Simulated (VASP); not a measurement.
Write the native input for VASP 6.6.1 that does the following.

```yaml
Task: relaxation of cell and atoms
Functional: PBE
Potentials_or_basis: VASP PAW PBE potentials, release 64 (Ti_sv, C)
Cutoff: 600 eV
k_mesh: 7 × 7 × 5
Occupations: fermi-dirac, width 0.1 eV
Spin: no spin polarisation
Dipole_correction: no
Further_INCAR_settings: ALGO = Normal; EDIFF = 1e-07; IBRION = 2; EDIFFG = -0.01; NSW = 60; ISIF = 3
```

The structure of TiC lies in POSCAR:

```
TiC
1.0
    2.5385970000      0.0000000000      0.0000000000
    0.0000000000      2.5385970000      0.0000000000
    0.0000000000      0.0000000000      3.6317690000
Ti C
1 1
Direct
    0.0000000000      0.0000000000      0.0000000000
    0.5000000000      0.5000000000      0.5000000000
```

The input as run:

INCAR

```
PREC     = Accurate       # precision mode
ENCUT    = 600            # plane-wave cutoff, eV
EDIFF    = 1E-7           # SCF threshold, eV
ISMEAR   = -1             # smearing method
SIGMA    = 0.1            # smearing width, eV
LREAL    = False          # projectors in reciprocal space
LASPH    = True           # aspherical terms in the spheres
NELM     = 120            # most SCF steps
ALGO     = Normal         # electronic algorithm
ISIF     = 3              # what is computed and relaxed
LWAVE    = False          # write WAVECAR
LCHARG   = False          # write CHGCAR
GGA      = PE             # functional
IBRION   = 2              # ionic algorithm
NSW      = 60             # ionic steps
EDIFFG   = -0.01          # ionic threshold
GGA_COMPAT= False        
NELMIN   = 4
```

KPOINTS

```
regular mesh
0
Gamma
  7 7 5
```

Potentials or basis: VASP PAW PBE potentials, release 64 (Ti_sv, C).

Launch:

```console
$ cat potpaw_PBE.64/Ti_sv/POTCAR potpaw_PBE.64/C/POTCAR > POTCAR
$ mpirun -np 1 vasp_std > vasp.out
```

Results of the run:

```yaml
Relaxed_volume: 9.93 Å³/atom
Relaxed_cell: a = 2.618 Å, b = 2.618 Å, c = 2.896 Å, α = 90.00°, β = 90.00°, γ = 90.00°
Space_group_after_relaxing_to_0.1_Å: P4/mmm (No. 123)
Energy_gained_by_relaxing: 540.5 meV/atom
Ionic_steps: 9
Pressure_after_relaxing: 0.0 GPa
Band_gap_on_the_k_mesh: zero (bands 8 and 9 overlap by 1.02 eV)
```

Caveat: the volume moved by over 15 % at a fixed basis, so the end points are rough.

Wall time 68 s on 1 thread of Intel(R) Xeon(R) 6975P-C (Granite Rapids), on a shared host, peak memory 0.14 GiB.
